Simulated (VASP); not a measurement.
# AlPt (P2_13) in VASP: notebook, part 2 of 2

VASP 6.6.1.

## (3) Single point, PBEsol

This run uses another cell than the first one, of 14.52 Å³/atom, 1.006 times its volume.

Input file INCAR:

```
ALGO     = Fast           # electronic algorithm
EDIFF    = 1E-6           # SCF threshold, eV
ENCUT    = 520            # plane-wave cutoff, eV
GGA      = PS             # functional
ISIF     = 2              # what is computed and relaxed
ISMEAR   = 0              # smearing method
LASPH    = True           # aspherical terms in the spheres
LCHARG   = False          # write CHGCAR
LREAL    = False          # projectors in reciprocal space
LWAVE    = False          # write WAVECAR
NBANDS   = 36             # bands
NELM     = 100            # most SCF steps
PREC     = Accurate       # precision mode
SIGMA    = 0.1            # smearing width, eV
```

Input file KPOINTS:

```
k-points
0
Gamma
  8 8 8
```

Input file POSCAR:

```
AlPt
1.0
    4.8789320700      0.0000000000      0.0000000000
    0.0000000000      4.8789320700      0.0000000000
    0.0000000000      0.0000000000      4.8789320700
Al Pt
4 4
Direct
    0.8440321000      0.8440321000      0.8440321000
    0.6559679000      0.1559679000      0.3440321000
    0.3440321000      0.6559679000      0.1559679000
    0.1559679000      0.3440321000      0.6559679000
    0.1550630600      0.1550630600      0.1550630600
    0.3449369400      0.8449369400      0.6550630600
    0.6550630600      0.3449369400      0.8449369400
    0.8449369400      0.6550630600      0.3449369400
```

Potentials or basis: VASP PAW PBE potentials, release 64 (Al, Pt).

The run is started by

```sh
$ cat potpaw_PBE.64/Al/POTCAR potpaw_PBE.64/Pt/POTCAR > POTCAR
$ mpirun -np 1 vasp_std > vasp.out
```

Run time: 2.3 min. Hardware: 1 thread of Intel Xeon 6975P-C (Granite Rapids), shared host; peak memory 0.29 GiB.

Results (log left out):

- Free energy: -52.6477 eV
- Pressure: -1.4 GPa
- Largest force: 0.055 eV/Å
- Band gap on the k mesh: zero (band 26 reaches 10.74 eV, above the bottom of band 27 at 9.57 eV)

Forces on the atoms (eV/Å):
```
Al   0.000  0.000  0.000
Al   0.000  0.000  0.000
Al   0.000  0.000  0.000
Al   0.000  0.000  0.000
Pt  -0.032 -0.032 -0.032
Pt   0.032  0.032 -0.032
Pt  -0.032  0.032  0.032
Pt   0.032 -0.032  0.032
```

Levels at points of the mesh, in eV from the Fermi level:
```
           k point  band 22  band 23  band 24  band 25  band 26  band 27  band 28  band 29  band 30  band 31
(0.00, 0.00, 0.00)    -1.73    -1.73    -1.73    -0.21    -0.21    -0.21     4.20     4.20     4.20     4.38
(0.50, 0.00, 0.00)    -2.30    -1.49    -1.49    -0.67    -0.67     1.24     1.24     2.73     2.73     4.49
(0.50, 0.50, 0.00)    -2.38    -2.17    -2.17     0.37     0.37     1.32     1.32     2.80     2.80     3.25
(0.50, 0.50, 0.50)    -2.47    -2.47    -2.47    -0.79    -0.79    -0.79    -0.79     6.54     6.54     6.54
```

Caveat: the PAW data sets were made with another functional, which shifts forces and pressure a little; spin-orbit coupling is left out, which moves the levels of the heavy elements.

## (4) Single point, PBEsol (volume scaled by 1.03, then relaxed in part)

Input file INCAR:

```
SYSTEM = AlPt
ALGO = Fast
EDIFF = 1E-6
ENCUT = 520
GGA = PS
ISIF = 2
ISMEAR = 0
LASPH = .True.
LCHARG = .False.
LREAL = .False.
LWAVE = .False.
NBANDS = 36
NELM = 60
PREC = Accurate
SIGMA = 0.1
```

Input file KPOINTS:

```
k-points
0
Gamma
  8 8 8
  0 0 0
```

Input file POSCAR:

```
AlPt
1.0
    4.9167105571      0.0000000000      0.0000000000
    0.0000000000      4.9167105571      0.0000000000
    0.0000000000      0.0000000000      4.9167105571
Al Pt
4 4
Direct
    0.8438845317      0.8438845317      0.8438845317
    0.6561154683      0.1561154683      0.3438845317
    0.3438845317      0.6561154683      0.1561154683
    0.1561154683      0.3438845317      0.6561154683
    0.1540236539      0.1540236539      0.1540236539
    0.3459763461      0.8459763461      0.6540236539
    0.6540236539      0.3459763461      0.8459763461
    0.8459763461      0.6540236539      0.3459763461
```

The run is started by

```sh
$ cat potpaw_PBE.64/Al/POTCAR potpaw_PBE.64/Pt/POTCAR > POTCAR
$ mpirun -np 1 vasp_std > vasp.out
```

Run time: 3.3 min. Hardware: 1 thread of Intel Xeon 6975P-C (Granite Rapids), shared host; peak memory 0.33 GiB.

Results (log left out):

```
Free energy            : -52.5892 eV
Pressure               : -5.7 GPa
Largest force          : 0.007 eV/Å
Band gap on the k mesh : zero (band 26 reaches 10.39 eV, above the bottom of band 27 at 9.24 eV)
```

Forces on the atoms (eV/Å):
```
Al  -0.004 -0.004 -0.004
Al   0.004  0.004 -0.004
Al  -0.004  0.004  0.004
Al   0.004 -0.004  0.004
Pt   0.002  0.002  0.002
Pt  -0.002 -0.002  0.002
Pt   0.002 -0.002 -0.002
Pt  -0.002  0.002 -0.002
```

Levels at points of the mesh, in eV from the Fermi level:
```tsv
k point	band 23	band 24	band 25	band 26	band 27	band 28	band 29	band 30
(0.00, 0.00, 0.00)	-1.68	-1.68	-0.20	-0.20	-0.20	4.12	4.12	4.12
(0.50, 0.00, 0.00)	-1.45	-1.45	-0.66	-0.66	1.19	1.19	2.62	2.62
(0.50, 0.50, 0.00)	-2.12	-2.12	0.37	0.37	1.28	1.28	2.71	2.71
(0.50, 0.50, 0.50)	-2.41	-2.41	-0.78	-0.78	-0.78	-0.78	6.42	6.42
```

Caveat: the cell differs from its parent crystal (volume scaled by 1.03, then relaxed in part); the PAW data sets were made with another functional, which shifts forces and pressure a little; spin-orbit coupling is left out, which moves the levels of the heavy elements.

## (5) Relaxation of cell and atoms, PBEsol

This run uses another cell than the first one, of 14.52 Å³/atom, 1.006 times its volume.

Input file INCAR:

```
SYSTEM = AlPt
PREC = Accurate
ENCUT = 600
EDIFF = 1E-6
ISMEAR = 0
SIGMA = 0.1
LREAL = .FALSE.
LASPH = .TRUE.
NELM = 60
ALGO = Fast
ISIF = 3
LWAVE = .FALSE.
LCHARG = .FALSE.
GGA = PS
IBRION = 2
NSW = 100
EDIFFG = -0.005
```

Input file KPOINTS:

```
regular mesh
0
G
  8 8 8
  0 0 0
```

Input file POSCAR:

```
AlPt
1.0
    4.8789320700      0.0000000000      0.0000000000
    0.0000000000      4.8789320700      0.0000000000
    0.0000000000      0.0000000000      4.8789320700
Al Pt
4 4
Direct
    0.8440321000      0.8440321000      0.8440321000
    0.6559679000      0.1559679000      0.3440321000
    0.3440321000      0.6559679000      0.1559679000
    0.1559679000      0.3440321000      0.6559679000
    0.1550630600      0.1550630600      0.1550630600
    0.3449369400      0.8449369400      0.6550630600
    0.6550630600      0.3449369400      0.8449369400
    0.8449369400      0.6550630600      0.3449369400
```

The run is started by

```sh
$ cat potpaw_PBE.64/Al/POTCAR potpaw_PBE.64/Pt/POTCAR > POTCAR
$ mpirun -np 1 vasp_std > vasp.out
```

Wall time 6.6 min (1 thread of Intel Xeon Platinum 8488C (Sapphire Rapids), shared host); peak memory 0.36 GiB.

Results (log left out):

- Free energy: -52.6511 eV
- Relaxed volume: 14.42 Å³/atom
- Relaxed cell: a = 4.868 Å, b = 4.868 Å, c = 4.868 Å, α = 90.00°, β = 90.00°, γ = 90.00°
- Space group after relaxing (to 0.05 Å): P2_13 (No. 198)
- Energy gained by relaxing: 0.5 meV/atom
- Ionic steps: 6
- Pressure after relaxing: 0.0 GPa
- Band gap on the k mesh: zero (band 26 reaches 10.84 eV, above the bottom of band 27 at 9.68 eV)

Forces on the atoms (eV/Å):
```
Al   0.001  0.001  0.001
Al  -0.001 -0.001  0.001
Al   0.001 -0.001 -0.001
Al  -0.001  0.001 -0.001
Pt   0.001  0.001  0.001
Pt  -0.001 -0.001  0.001
Pt   0.001 -0.001 -0.001
Pt  -0.001  0.001 -0.001
```

The path:
| step | energy change (eV) | largest force (eV/Å) | pressure (GPa) | volume (Å³) |
| --- | --- | --- | --- | --- |
| 1 | 0.0000 | 0.0555 | -1.24 | 116.14 |
| 2 | 0.0033 | 0.0386 | 2.03 | 114.26 |
| 3 | -0.0034 | 0.0489 | 0.04 | 115.35 |
| 4 | -0.0038 | 0.0299 | 0.04 | 115.35 |
| 5 | -0.0039 | 0.0195 | 0.03 | 115.36 |
| 6 | -0.0041 | 0.0023 | 0.02 | 115.37 |

Final structure:
```yaml
crystal:
  lattice:
    - [4.86809, 0.00000, 0.00000]
    - [0.00000, 4.86809, 0.00000]
    - [0.00000, 0.00000, 4.86809]
  atoms:
    - { symbol: Al, position: [0.84416, 0.84416, 0.84416] }
    - { symbol: Al, position: [0.65584, 0.15584, 0.34416] }
    - { symbol: Al, position: [0.34416, 0.65584, 0.15584] }
    - { symbol: Al, position: [0.15584, 0.34416, 0.65584] }
    - { symbol: Pt, position: [0.15410, 0.15410, 0.15410] }
    - { symbol: Pt, position: [0.34590, 0.84590, 0.65410] }
    - { symbol: Pt, position: [0.65410, 0.34590, 0.84590] }
    - { symbol: Pt, position: [0.84590, 0.65410, 0.34590] }
```

Levels at points of the mesh, in eV from the Fermi level:
| k point | band 22 | band 23 | band 24 | band 25 | band 26 | band 27 | band 28 | band 29 | band 30 | band 31 |
| --- | --- | --- | --- | --- | --- | --- | --- | --- | --- | --- |
| (0.00, 0.00, 0.00) | -1.74 | -1.74 | -1.74 | -0.20 | -0.20 | -0.20 | 4.24 | 4.24 | 4.24 | 4.42 |
| (0.50, 0.00, 0.00) | -2.33 | -1.49 | -1.49 | -0.69 | -0.69 | 1.25 | 1.25 | 2.75 | 2.75 | 4.50 |
| (0.50, 0.50, 0.00) | -2.40 | -2.19 | -2.19 | 0.36 | 0.36 | 1.32 | 1.32 | 2.81 | 2.81 | 3.26 |
| (0.50, 0.50, 0.50) | -2.49 | -2.49 | -2.49 | -0.79 | -0.79 | -0.79 | -0.79 | 6.54 | 6.54 | 6.54 |

Caveat: the PAW data sets were made with another functional, which shifts forces and pressure a little; spin-orbit coupling is left out, which moves the levels of the heavy elements.

## (6) Relaxation of the atoms, PBEsol (volume scaled by 1.03)

Input file INCAR:

```
SYSTEM = AlPt
ALGO = Fast ; EDIFF = 1E-6
EDIFFG = -0.01 ; ENCUT = 520
GGA = PS ; IBRION = 2
ISIF = 2 ; ISMEAR = 0
LASPH = .TRUE. ; LCHARG = .FALSE.
LREAL = .FALSE. ; LWAVE = .FALSE.
NELM = 100 ; NSW = 50
PREC = Accurate ; SIGMA = 0.1
```

Input file KPOINTS:

```
k-points
0
G
  8 8 8
  0 0 0
```

Input file POSCAR:

```
AlPt
1.0
    4.9167105494      0.0000000000      0.0000000000
    0.0000000000      4.9167105494      0.0000000000
    0.0000000000      0.0000000000      4.9167105494
Al Pt
4 4
Direct
    0.8441717364      0.8441717364      0.8441717364
    0.6558282636      0.1558282636      0.3441717364
    0.3441717364      0.6558282636      0.1558282636
    0.1558282636      0.3441717364      0.6558282636
    0.1539828104      0.1539828104      0.1539828104
    0.3460171896      0.8460171896      0.6539828104
    0.6539828104      0.3460171896      0.8460171896
    0.8460171896      0.6539828104      0.3460171896
```

Potentials or basis: VASP PAW PBE potentials, release 64 (Al, Pt).

The run is started by

```sh
$ cat potpaw_PBE.64/Al/POTCAR potpaw_PBE.64/Pt/POTCAR > POTCAR
$ mpirun -np 1 vasp_std > vasp.out
```

Wall time 5.8 min (1 thread of Oxide Virtual Turin-like, shared host); peak memory 0.3 GiB.

It converged, with:

```yaml
Free_energy: -52.5892 eV
Energy_gained_by_relaxing: 0.0 meV/atom
Ionic_steps: 3
Pressure_after_relaxing: -5.7 GPa
Band_gap_on_the_k_mesh: zero (band 26 reaches 10.39 eV, above the bottom of band 27 at 9.24 eV)
```

Step by step:
| step | energy change (eV) | largest force (eV/Å) | pressure (GPa) |
| --- | --- | --- | --- |
| 1 | 0.0000 | 0.0267 | -5.59 |
| 2 | -0.0001 | 0.0160 | -5.68 |
| 3 | -0.0002 | 0.0007 | -5.67 |

Final structure:
```
CELL_PARAMETERS angstrom
4.91671 0.00000 0.00000
0.00000 4.91671 0.00000
0.00000 0.00000 4.91671
ATOMIC_POSITIONS crystal
Al 0.84380 0.84380 0.84380
Al 0.65620 0.15620 0.34380
Al 0.34380 0.65620 0.15620
Al 0.15620 0.34380 0.65620
Pt 0.15404 0.15404 0.15404
Pt 0.34596 0.84596 0.65404
Pt 0.65404 0.34596 0.84596
Pt 0.84596 0.65404 0.34596
```

Levels at points of the mesh, in eV from the Fermi level:
```tsv
k point	band 24	band 25	band 26	band 27	band 28	band 29
(0.00, 0.00, 0.00)	-1.68	-0.20	-0.20	-0.20	4.12	4.12
(0.50, 0.00, 0.00)	-1.45	-0.66	-0.66	1.19	1.19	2.62
(0.50, 0.50, 0.00)	-2.12	0.37	0.37	1.28	1.28	2.71
(0.50, 0.50, 0.50)	-2.41	-0.78	-0.78	-0.78	-0.78	6.42
```

Caveat: the cell differs from its parent crystal (volume scaled by 1.03); the PAW data sets were made with another functional, which shifts forces and pressure a little; spin-orbit coupling is left out, which moves the levels of the heavy elements.

## (7) Overview

```tsv
task	cell	cutoff (eV)	gap on the mesh (eV)	pressure (GPa)	largest force (eV/Å)
single point	a = 4.869 Å, 8 atoms	520	none	-0.1	0.01
single point	a = 4.879 Å, 8 atoms	520	none	-1.4	0.06
single point	a = 4.917 Å, 8 atoms	520	none	-5.7	0.01
relaxation of cell and atoms	relaxed from a = 4.879 Å, 8 atoms	600	none	0.0	-
relaxation of the atoms	atoms relaxed from a = 4.917 Å, 8 atoms	520	none	-5.7	-
```

Alike in all rows: level PBEsol; potentials or basis VASP PAW PBE potentials, release 64 (Al, Pt); no spin polarisation; k mesh 8 × 8 × 8; smearing gaussian 0.1 eV.

Caveats: the PAW data sets were made with another functional, which shifts forces and pressure a little; spin-orbit coupling is left out, which moves the levels of the heavy elements.

Total energies depend on the potentials used, so only differences within one code and one set of settings carry meaning.
